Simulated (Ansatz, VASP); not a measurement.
Given: the input of a run of VASP 6.6.1 on Sc.

File INCAR:

```
PREC = Accurate ; ENCUT = 520
EDIFF = 1E-7 ; ISMEAR = 0
SIGMA = 0.05 ; LREAL = False
LASPH = True ; NELM = 100
ALGO = Normal ; ISIF = 2
LWAVE = False ; LCHARG = True
GGA = CA ; LELF = True
LVHAR = True ; NBANDS = 18
```

File KPOINTS:

```
Automatic mesh
0
Gamma
  9 9 5
```

Contents of POSCAR:

```
Sc
1.0
    3.2642783016      0.0000000000      0.0000000000
   -1.6321391508      2.8269479342      0.0000000000
    0.0000000000      0.0000000000      5.2020304526
Sc
2
Direct
    0.6666666667      0.3333333333      0.7500000000
    0.3333333333      0.6666666667      0.2500000000
```

Potentials or basis: VASP PAW LDA potentials, release 64 (Sc_sv).

The run is started by

```bash
$ cat potpaw_LDA.64/Sc_sv/POTCAR > POTCAR
$ mpirun -np 1 vasp_std > vasp.out
```

Problem. Set up the same calculation for Ansatz 0.2.0. Potentials there: all-electron LAPW, scalar-relativistic.

Solution. As run (the cutoff follows the program's own potentials):

input.yaml

```yaml
crystal:
  lattice:
    - [3.2642783016, 0.0, 0.0]
    - [-1.6321391508, 2.8269479342, 0.0]
    - [0.0, 0.0, 5.2020304526]
  atoms:
    - { symbol: Sc, position: [0.6666666667, 0.3333333333, 0.75] }
    - { symbol: Sc, position: [0.3333333333, 0.6666666667, 0.25] }
kpoints:
  mp_grid: { grid: [9, 9, 5] }
scf:
  occupations: { method: gaussian, width: 0.05 }
hamiltonian:
  xc: lda
  pseudopotentials: { kind: all_electron, lapw: { basis_error: 0.001 } }
output:
  forces: true
  stress: true
  eigenvalues: true
```

Potentials or basis: all-electron LAPW, scalar-relativistic.

Command:

```bash
$ ansatz run input.yaml --threads 1 --pin off --max-ram 3072MiB --backend cpu --events-out ev --progress --plain --runs-dir out
```

Both were run:

|  | VASP | Ansatz | Ansatz less VASP |
| --- | --- | --- | --- |
| gap on the k mesh at the Fermi level (eV) | none | none | - |
| pressure (GPa) | -3.4 | -3.5 | -0.05 |
| traceless stress, the component that is largest in VASP (GPa) | -1.34 | -1.34 | -0.004 |

LDA's correlation is that of Perdew and Zunger in VASP and of Perdew and Wang (1992) in Ansatz. A gap of «none» marks a metal or a gap that the smearing closes. Ansatz ran all-electron here, and VASP with PAW potentials.
